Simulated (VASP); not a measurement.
Write the native input for VASP 6.6.1 that does the following.

```
Task                   : single point
Functional             : PBEsol
Potentials or basis    : VASP PAW PBE potentials, release 64 (Se, Pt)
Cutoff                 : 520 eV
k mesh                 : 9 × 9 × 1
Occupations            : gaussian, width 0.1 eV
Spin                   : no spin polarisation
Dipole correction      : yes
Further INCAR settings : ALGO = Normal; EDIFF = 1e-07; NBANDS = 25
```

The structure of PtSe4 lies in POSCAR:

```
PtSe4
1.0
    3.7603063796      0.0000000000      0.0000000000
   -1.8801531898      3.2565208507      0.0000000000
    0.0000000000      0.0000000000     22.1900263333
Se Pt
4 1
Direct
    0.3333333333      0.6666666667      0.3590840987
    0.6666666667      0.3333333333      0.4370293495
    0.3333333333      0.6666666667      0.5629706545
    0.6666666667      0.3333333333      0.6409158888
    0.0000000000      0.0000000000      0.5000000085
```

One way to write it, as run:

INCAR

```
PREC = Accurate
ENCUT = 520
EDIFF = 1E-7
ISMEAR = 0
SIGMA = 0.1
LREAL = False
LASPH = True
NELM = 100
ALGO = Normal
ISIF = 2
LWAVE = False
LCHARG = True
LDIPOL = True
IDIPOL = 3
DIPOL = 0.5 0.5 0.500
GGA = PS
LELF = True
LVHAR = True
LVACPOTAV = True
NBANDS = 25
```

KPOINTS

```
regular mesh
0
Gamma
  9 9 1
```

Potentials or basis: VASP PAW PBE potentials, release 64 (Se, Pt).

Launch:

```sh
$ cat potpaw_PBE.64/Se/POTCAR potpaw_PBE.64/Pt/POTCAR > POTCAR
$ mpirun -np 1 vasp_std > vasp.out
```

It gave:

```yaml
Largest_force: 0.009 eV/Å
Band_gap_on_the_k_mesh: zero (band 17 reaches -1.21 eV, above the bottom of band 18 at -1.70 eV)
```

Caveat: the PAW data sets were made with another functional, which shifts forces and pressure a little; spin-orbit coupling is left out, which moves the levels of the heavy elements.

Run time: 2.4 min on 1 thread of Intel(R) Xeon(R) Platinum 8375C CPU @ 2.90GHz (Ice Lake), with other jobs on the host, peak memory 0.37 GiB.
